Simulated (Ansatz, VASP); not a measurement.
One calculation of Au, two programs

```
Au
1.0
    -2.57490    2.57490    1.40466
     2.57490   -2.57490    1.40466
     2.57490    2.57490   -1.40466
Au
2
Cartesian
  0.0000 0.0000 0.0000
  0.0000 2.5749 0.7023
```

Alike in both runs: task relaxation of cell and atoms; functional PBEsol; k mesh 22 × 22 × 22; occupations gaussian, width 0.1 eV; no spin polarisation.

|  | VASP | Ansatz |
| --- | --- | --- |
| version | VASP 6.6.1 | Ansatz 0.2.0 |
| potentials or method | VASP PAW PBE potentials, release 64 (Au), cutoff 600 eV | scalar-relativistic, plane waves, PAW |
| valence electrons in the cell | 22 | 38 |

|  | VASP | Ansatz | Ansatz less VASP |
| --- | --- | --- | --- |
| gap on the k mesh at the Fermi level, each at its own relaxed structure (eV) | none | none | - |
| relaxed volume (Å³/atom) | 18.59 | 18.62 | +0.023 |
| relaxed cell length with the largest relative difference (Å) | 3.950 | 3.951 | +0.0015 |

VASP's potentials were made for PBE, not for PBEsol. A gap of «none» marks a metal or a gap that the smearing closes. VASP's potentials hold 22 valence electrons a cell and Ansatz's 38, so a difference there can come from the potentials and not from the codes.

Spin-orbit coupling is off throughout.
